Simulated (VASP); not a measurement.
Zn12H (a cell with a defect): single point with PBE

The system is Zn12H (a cell with a defect).

```xyz
13
Lattice="5.3200 0.0000 0.0000 -3.9900 6.9109 0.0000 0.0000 0.0000 4.9370" Properties=species:S:1:pos:R:3 pbc="T T T"
Zn   -0.0255   -0.1456    0.1515
Zn    0.0271    1.5166    2.4750
Zn   -1.3062    2.1622   -0.2044
Zn   -1.1898    3.6576    2.3916
Zn   -2.8520    4.6734    0.2589
Zn   -2.6615    6.3806    2.4054
Zn    2.5575    0.0329    0.2932
Zn    2.6575    1.5630    2.3169
Zn    1.5632    2.3343   -0.1913
Zn    1.4905    3.7927    2.5422
Zn   -0.3406    4.7778   -0.1453
Zn    0.0953    5.9798    2.2279
H     0.2101    2.7236    1.1840
```

```
Program                : VASP 6.6.1
Task                   : single point
Functional             : PBE
Potentials or basis    : VASP PAW PBE potentials, release 64 (Zn, H)
Cutoff                 : 400 eV
k mesh                 : 4 × 3 × 3
Occupations            : fermi-dirac, width 0.15 eV
Spin                   : no spin polarisation
Dipole correction      : no
Further INCAR settings : ALGO = Normal; EDIFF = 1e-06; NBANDS = 84
```

- Pressure: 5.6 GPa
- Largest force: 1.483 eV/Å
- Band gap on the k mesh: zero (an odd number of electrons rules out a gap without spin polarisation)

Forces on the atoms (eV/Å):
```
Zn  -0.320  0.873 -0.895
Zn  -0.296 -0.393  0.472
Zn   0.478  0.296 -0.058
Zn  -0.414  0.871  0.118
Zn   0.404 -0.644 -0.281
Zn   0.185 -1.169  0.893
Zn   0.219  0.205 -0.847
Zn   0.548 -0.051  0.331
Zn  -0.869 -0.049 -0.098
Zn  -0.023  0.614  0.374
Zn   0.460 -0.649 -0.565
Zn  -0.373  0.054  0.767
H    0.001  0.041 -0.212
```

Stress tensor (GPa, compression positive):
```
 7.08 -2.33 -0.58
-2.33  5.03 -0.01
-0.58 -0.01  4.66
```

Levels at points of the mesh, in eV from the Fermi level:
```tsv
k point	band 68	band 69	band 70	band 71	band 72	band 73	band 74	band 75	band 76	band 77
(0.00, 0.00, 0.00)	-3.14	-2.51	-1.08	-0.83	-0.43	0.07	0.45	0.52	1.27	1.83
(0.50, 0.00, 0.00)	-2.04	-1.92	-1.50	-1.38	-1.18	-0.71	-0.62	-0.22	0.44	2.11
```

Run time: 3.5 min on 1 thread of Oxide Virtual Turin-like Processor (shared host), peak memory 0.28 GiB.

Caveat: the k points lie up to 0.42 Å⁻¹ apart, too coarse for converged energies and pressures of a metal; the atoms stand as in a frame of molecular dynamics.
